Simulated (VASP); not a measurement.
# Sb in VASP: further runs, part 2 of 2

VASP 6.6.1. The steps go on from the part before.

### 4 Electric field gradients, PBEsol (equal xy, yz and zx shear strains of +3 %)

Input file INCAR:

```
SYSTEM = Sb
ALGO     = Normal         ! electronic algorithm
EDIFF    = 1E-8           ! SCF threshold, eV
ENCUT    = 520            ! plane-wave cutoff, eV
GGA      = PS             ! functional
ISIF     = 2              ! what is computed and relaxed
ISMEAR   = -1             ! smearing method
LASPH    = .TRUE.         ! aspherical terms in the spheres
LCHARG   = .FALSE.        ! write CHGCAR
LEFG     = .TRUE.       
LREAL    = .FALSE.        ! projectors in reciprocal space
LWAVE    = .FALSE.        ! write WAVECAR
NBANDS   = 8              ! bands
NELM     = 60             ! most SCF steps
PREC     = Accurate       ! precision mode
SIGMA    = 0.05           ! smearing width, eV
```

Input file KPOINTS:

```
k-points
0
G
  13 13 13
  0 0 0
```

Input file POSCAR:

```
Sb
1.0
    3.1600000000      0.0474000000      0.0474000000
    0.0474000000      3.1600000000      0.0474000000
    0.0474000000      0.0474000000      3.1600000000
Sb
1
Direct
    0.0000000000      0.0000000000      0.0000000000
```

Potentials or basis: VASP PAW PBE potentials, release 64 (Sb).

Command:

```console
cat potpaw_PBE.64/Sb/POTCAR > POTCAR
mpirun -np 1 vasp_std > vasp.out
```

OUTCAR:

```text
SYSTEM = Sb
   EDIFF = 1E-8
   ENCUT = 520
   GGA = PS
   ISIF = 2
   ISMEAR = -1
   LASPH = .TRUE.
   LREAL = .FALSE.
   NELM = 60
   PREC = Accurate

 ion  position               nearest neighbor table
   1  0.000  0.000  0.000-

  LATTYP: Found a trigonal (rhomboedric) cell.
 ALAT       =     3.1607109200
 COS(alpha) =     0.0302114049

  Lattice vectors:

 A1 = (   3.1600000000,   0.0474000000,   0.0474000000)
[... 470 lines left out ...]
    total drift:                                0.000000      0.000000      0.000000

  FREE ENERGIE OF THE ION-ELECTRON SYSTEM (eV)
  ---------------------------------------------------
  free  energy   TOTEN  =        -4.4978570709 eV

  energy  without entropy=       -4.4945171612  energy(sigma->0) =       -4.49618712

 Electric field gradients (V/A^2)
---------------------------------------------------------------------
 ion       V_xx      V_yy      V_zz      V_xy      V_xz      V_yz
---------------------------------------------------------------------
   1       0.000     0.000     0.000    10.757    10.757    10.757
---------------------------------------------------------------------

 Electric field gradients after diagonalization (V/A^2)
 (convention: |V_zz| > |V_xx| > |V_yy|)
----------------------------------------------------------------------
 ion       V_xx      V_yy      V_zz     asymmetry (V_yy - V_xx)/ V_zz
----------------------------------------------------------------------
   1     -10.757   -10.757    21.514       0.000
----------------------------------------------------------------------

           NMR quadrupolar parameters

 Cq : quadrupolar parameter    Cq=e*Q*V_zz/h
 eta: asymmetry parameters     (V_yy - V_xx)/ V_zz
 Q  : nuclear electric quadrupole moment in mb (millibarn)
----------------------------------------------------------------------
 ion       Cq(MHz)       eta       Q (mb)
----------------------------------------------------------------------
   1       0.052       0.000       1.000
----------------------------------------------------------------------
```

stdout:

```text
POSCAR found type information on POSCAR Sb
 POSCAR found :  1 types and       1 ions
 scaLAPACK will be used
 -----------------------------------------------------------------------------
|                                                                             |
|                                                                             |
|     You enforced a specific xc type in the INCAR file but a different       |
|     I HOPE YOU KNOW WHAT YOU ARE DOING!                                     |
|                                                                             |
 -----------------------------------------------------------------------------

 LDA part: xc-table for (Slater+PW92), standard interpolation
 POSCAR, INCAR and KPOINTS ok, starting setup
 FFT: planning ... GRIDC
 FFT: planning ... GRID_SOFT
 FFT: planning ... GRID
 WAVECAR not read
 entering main loop
ion   1
```

Wall time 37 s (1 thread of Intel Xeon Platinum 8259CL at 2.50GHz (Skylake/Cascade Lake), shared host); peak memory 0.18 GiB.

Results:

```yaml
Free_energy: -4.4979 eV
Pressure: -4.9 GPa
```

Stress tensor (GPa, compression positive):
```
-4.86 -0.52 -0.52
-0.52 -4.86 -0.52
-0.52 -0.52 -4.86
```

Electric field gradients, principal values (V/Å²):
| atom | least | middle | greatest (by size) |
| --- | --- | --- | --- |
| 1 Sb | -10.757 | -10.757 | 21.514 |

Caveat: the cell differs from its parent crystal (equal xy, yz and zx shear strains of +3 %); without QUAD_EFG the Cq values of the log hold for a quadrupole moment of 1 mb, not for the nuclei; the PAW data sets were made with another functional, which shifts forces and pressure a little; spin-orbit coupling is left out, which moves the levels of the heavy elements.

### 5 Electric field gradients, PBEsol (volume scaled by 0.98)

Input file INCAR:

```
SYSTEM = Sb
ALGO = Normal
EDIFF = 1E-8
ENCUT = 520
GGA = PS
ISIF = 2
ISMEAR = -1
LASPH = .TRUE.
LCHARG = .FALSE.
LEFG = .TRUE.
LREAL = .FALSE.
LWAVE = .FALSE.
NBANDS = 8
NELM = 100
PREC = Accurate
SIGMA = 0.05
```

KPOINTS is that of step 4.

Input file POSCAR:

```
Sb
1.0
    3.1387913073      0.0000000000      0.0000000000
    0.0000000000      3.1387913073      0.0000000000
    0.0000000000      0.0000000000      3.1387913073
Sb
1
Direct
    0.0000000000      0.0000000000      0.0000000000
```

Potentials or basis: VASP PAW PBE potentials, release 64 (Sb).

Command:

```console
cat potpaw_PBE.64/Sb/POTCAR > POTCAR
mpirun -np 1 vasp_std > vasp.out
```

OUTCAR:

```text
SYSTEM = Sb
   EDIFF = 1E-8
   ENCUT = 520
   GGA = PS
   ISIF = 2
   ISMEAR = -1
   LASPH = .TRUE.
   LREAL = .FALSE.
   NELM = 100
   PREC = Accurate

 ion  position               nearest neighbor table
   1  0.000  0.000  0.000-

  LATTYP: Found a simple cubic cell.
 ALAT       =     3.1387913073

  Lattice vectors:

 A1 = (   3.1387913073,   0.0000000000,   0.0000000000)
 A2 = (   0.0000000000,   3.1387913073,   0.0000000000)
 A3 = (   0.0000000000,   0.0000000000,   3.1387913073)

Analysis of symmetry for initial positions (statically):
=====================================================================
 Subroutine PRICEL returns:
 Original cell was already a primitive cell.

 Routine SETGRP: Setting up the symmetry group for a
 simple cubic supercell.

 Subroutine GETGRP returns: Found 48 space group operations
 (whereof 48 operations were pure point group operations)
 out of a pool of 48 trial point group operations.

The static configuration has the point symmetry O_h .

Analysis of symmetry for dynamics (positions and initial velocities):
=====================================================================
 Subroutine PRICEL returns:
 Original cell was already a primitive cell.

 Routine SETGRP: Setting up the symmetry group for a
 simple cubic supercell.

 Subroutine GETGRP returns: Found 48 space group operations
 (whereof 48 operations were pure point group operations)
 out of a pool of 48 trial point group operations.

The dynamic configuration has the point symmetry O_h .

 Subroutine INISYM returns: Found 48 space group operations
 (whereof 48 operations are pure point group operations),
 and found     1 'primitive' translations

----------------------------------------------------------------------------------------

                                     Primitive cell

  volume of cell :      30.9234

  direct lattice vectors                    reciprocal lattice vectors
     3.138791307  0.000000000  0.000000000     0.318593975  0.000000000  0.000000000
     0.000000000  3.138791307  0.000000000     0.000000000  0.318593975  0.000000000
     0.000000000  0.000000000  3.138791307     0.000000000  0.000000000  0.318593975

  length of vectors
     3.138791307  3.138791307  3.138791307     0.318593975  0.318593975  0.318593975

  position of ions in fractional coordinates (direct lattice)
     0.000000000  0.000000000  0.000000000

  ion indices of the primitive-cell ions
   primitive index   ion index
                 1           1

----------------------------------------------------------------------------------------

 KPOINTS: k-points

Automatic generation of k-mesh.
 Grid dimensions read from file:
 generate k-points for:   13   13   13

 Generating k-lattice:

  Cartesian coordinates                     Fractional coordinates (reciprocal lattice)
[... 56 lines left out ...]
   LSORBIT =      F    spin-orbit coupling
   LASPH  =      T    aspherical Exc in radial PAW
   ENCUT  =  520.0 eV  38.22 Ry    6.18 a.u.   5.84  5.84  5.84*2*pi/ulx,y,z
   NELM   =    100;   NELMIN=  2; NELMDL= -5     # of ELM steps
   EDIFF  = 0.1E-07   stopping-criterion for ELM
   LREAL  =      F    real-space projection
   EDIFFG = 0.1E-06   stopping-criterion for IOM
   NSW    =      0    number of steps for IOM
   IBRION =     -1    ionic relax: 0-MD 1-quasi-New 2-CG
   NFREE  =      0    steps in history (QN), initial steepest desc. (CG)
   ISIF   =      2    stress and relaxation
   ISYM   =      2    0-nonsym 1-usesym 2-fastsym
   POTIM  = 0.5000    time-step for ionic-motion
   TEBEG  =    0.0;   TEEND  =   0.0 temperature during run
   PSTRESS=    0.0 pullay stress
   NELECT =       5.0000    total number of electrons
   NUPDOWN=      -1.0000    fix difference up-down
   EMIN   =  10.00;   EMAX   =-10.00  energy-range for DOS
[... 5 lines left out ...]
     AMIX     =   0.40;   BMIX     =  1.00
     AMIX_MAG =   1.60;   BMIX_MAG =  1.00
  volume/ion in A,a.u.               =      30.92       208.68
  Fermi-wavevector in a.u.,A,eV,Ry     =   0.891872  1.685393 10.822552  0.795435
  Thomas-Fermi vector in A             =   2.013748
   LORBIT       =      0    0 simple, 1 ext, 2 COOP (PROOUT), +10 PAW based schemes
   GGA     = PS    functional components
   LHFCALC =     F    Hartree Fock is set to
   AEXX    =    0.0000 exact exchange contribution
   IVDW    =     0    specifies the selected vdW correction
   LEPSILON=     F    determine dielectric tensor
   LRPA    =     F    only Hartree local field effects (RPA)
 non-spin polarized calculation
  energy-cutoff  :      520.00
  volume of cell :       30.92
 maximum number of plane-waves:       851
 NGX is ok and might be reduce to    24
   NGX = 11   NGY = 11   NGZ = 11

 number of electron       5.0000000 magnetization

 Free energy of the ion-electron system (eV)
  ---------------------------------------------------
  ext. energy  EPLUGINS =         0.00000000
  ---------------------------------------------------
  free energy    TOTEN  =        -4.51915660 eV

  energy without entropy =       -4.51625866  energy(sigma->0) =       -4.51770763

 E-fermi :   6.5936     XC(G=0):  -9.6033

 val. band max:        6.5702875573   @ k =   0.3077   0.2308   0.1538
 cond. band min:       6.6375227294   @ k =   0.3846   0.3077   0.3077
 fundamental gap:      0.0672351721
 Fermi energy:         6.5936440089

 k-point     1 :       0.0000    0.0000    0.0000
  band No.  band energies     occupation
      1      -5.5875      2.00000
      2       9.7109      0.00000
      3       9.7109      0.00000
      4       9.7109      0.00000
      5      13.4551      0.00000
      6      13.4551      0.00000
      7      14.4584      0.00000
      8      24.0634      0.00000
[... 243 lines left out ...]
 k-point    24 :       0.3846    0.3077    0.0000
  band No.  band energies     occupation
      1      -2.5211      2.00000
      2       3.2585      2.00000
      3       5.1226      2.00000
      4      11.4220      0.00000
      5      12.4146      0.00000
      6      16.7389      0.00000
      7      19.4606      0.00000
      8      19.8053      0.00000

 [... further k-points ...]
[... 5 lines left out ...]
  --------------------------------------------------------------------------------------
  -------------------------------------------------------------------------------------
  Total       -0.7752268     -0.7752268     -0.7752268     -0.0000000     -0.0000000     -0.0000000
  in kB      -40.1653969    -40.1653969    -40.1653969     -0.0000000     -0.0000000     -0.0000000
  external PRESSURE =     -40.1653969 kB  Pullay stress =       0.0000000 kB

 VOLUME and BASIS-vectors are now :
 -----------------------------------------------------------------------------
  energy-cutoff  :      520.00
  volume of cell :       30.92
      direct lattice vectors                 reciprocal lattice vectors
     3.138791307  0.000000000  0.000000000     0.318593975  0.000000000  0.000000000
     0.000000000  3.138791307  0.000000000     0.000000000  0.318593975  0.000000000
     0.000000000  0.000000000  3.138791307     0.000000000  0.000000000  0.318593975

 POSITION                                       TOTAL-FORCE (eV/Angst)
 -----------------------------------------------------------------------------------
      0.00000      0.00000      0.00000         0.000000      0.000000      0.000000
 -----------------------------------------------------------------------------------
    total drift:                               -0.000000      0.000000      0.000000

  FREE ENERGIE OF THE ION-ELECTRON SYSTEM (eV)
  ---------------------------------------------------
  free  energy   TOTEN  =        -4.5191565955 eV

  energy  without entropy=       -4.5162586639  energy(sigma->0) =       -4.51770763

 Electric field gradients (V/A^2)
---------------------------------------------------------------------
 ion       V_xx      V_yy      V_zz      V_xy      V_xz      V_yz
---------------------------------------------------------------------
   1      -0.000    -0.000    -0.000    -0.000     0.000    -0.000
---------------------------------------------------------------------

 Electric field gradients after diagonalization (V/A^2)
 (convention: |V_zz| > |V_xx| > |V_yy|)
----------------------------------------------------------------------
 ion       V_xx      V_yy      V_zz     asymmetry (V_yy - V_xx)/ V_zz
----------------------------------------------------------------------
   1      -0.000    -0.000    -0.000      -0.457
----------------------------------------------------------------------

           NMR quadrupolar parameters

 Cq : quadrupolar parameter    Cq=e*Q*V_zz/h
 eta: asymmetry parameters     (V_yy - V_xx)/ V_zz
 Q  : nuclear electric quadrupole moment in mb (millibarn)
----------------------------------------------------------------------
 ion       Cq(MHz)       eta       Q (mb)
----------------------------------------------------------------------
   1      -0.000      -0.457       1.000
----------------------------------------------------------------------
```

stdout:

```text
POSCAR found type information on POSCAR Sb
 POSCAR found :  1 types and       1 ions
 scaLAPACK will be used
 -----------------------------------------------------------------------------
|                                                                             |
|                                                                             |
|     You enforced a specific xc type in the INCAR file but a different       |
|     I HOPE YOU KNOW WHAT YOU ARE DOING!                                     |
|                                                                             |
 -----------------------------------------------------------------------------

 LDA part: xc-table for (Slater+PW92), standard interpolation
 POSCAR, INCAR and KPOINTS ok, starting setup
 FFT: planning ... GRIDC
 FFT: planning ... GRID_SOFT
 FFT: planning ... GRID
 WAVECAR not read
 entering main loop
ion   1
```

It took 7.1 s on 1 thread of Intel Xeon Platinum 8488C (Sapphire Rapids), shared host; peak memory 0.14 GiB.

What came out:

| Quantity | Value |
| --- | --- |
| Free energy | -4.5192 eV |
| Pressure | -4.0 GPa |

Caveat: without QUAD_EFG the Cq values of the log hold for a quadrupole moment of 1 mb, not for the nuclei; the PAW data sets were made with another functional, which shifts forces and pressure a little; spin-orbit coupling is left out, which moves the levels of the heavy elements.

### 6 Summary

| cell | gap on the mesh (eV) | pressure (GPa) |
| --- | --- | --- |
| a = 3.160 Å, angles 91.1°, 1 atom | none | -4.9 |
| a = 3.161 Å, angles 88.3°, 1 atom | none | -4.9 |
| a = 3.139 Å, 1 atom | none | -4.0 |

Alike in all rows: task electric field gradients; level PBEsol; potentials or basis VASP PAW PBE potentials, release 64 (Sb); no spin polarisation; k mesh 13 × 13 × 13; cutoff (eV) 520; smearing fermi-dirac 0.05 eV.

Caveats: the PAW data sets were made with another functional, which shifts forces and pressure a little; spin-orbit coupling is left out, which moves the levels of the heavy elements.

Total energies depend on the potentials used, so only differences within one code and one set of settings carry meaning.
